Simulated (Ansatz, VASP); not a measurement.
## SrAl3O2: VASP beside Ansatz

```
Sr Al O
1.0
     5.32929    0.00000    0.00000
    -2.66464    4.61530    0.00000
     0.00000    0.00000    3.70904
Sr Al O
1 3 2
Direct
  0.00000 0.00000 0.50000
  0.00000 0.50000 0.00000
  0.50000 0.50000 0.00000
  0.50000 0.00000 0.00000
  0.66667 0.33333 0.50000
  0.33333 0.66667 0.50000
```

Change from the starting cell: species swapped into the DyB2Rh3 type (P6/mmm, No. 191).

Alike in both runs: functional PBE; k mesh 12 × 12 × 12; occupations gaussian, width 0.1 eV; no spin polarisation.

Ansatz relaxed the structure, and its values are those at the end. VASP's run is a single point on that final structure, the one shown.

```csv
,VASP,Ansatz
version,VASP 6.6.1,Ansatz 0.2.0
potentials or method,"VASP PAW PBE potentials, release 64 (Sr_sv, Al, O), cutoff 520 eV","scalar-relativistic, plane waves, PAW"
valence electrons in the cell,31,31
```

VASP gave:

```
gap on the k mesh at the Fermi level (eV) : none
pressure (GPa)                            : 0.1
```

What did Ansatz give for the same quantities?

gap on the k mesh at the Fermi level (eV): none; pressure (GPa): 0.0.

A gap of «none» marks a metal or a gap that the smearing closes. The functional is the same, so the differences come from potentials, cutoffs and numerics.
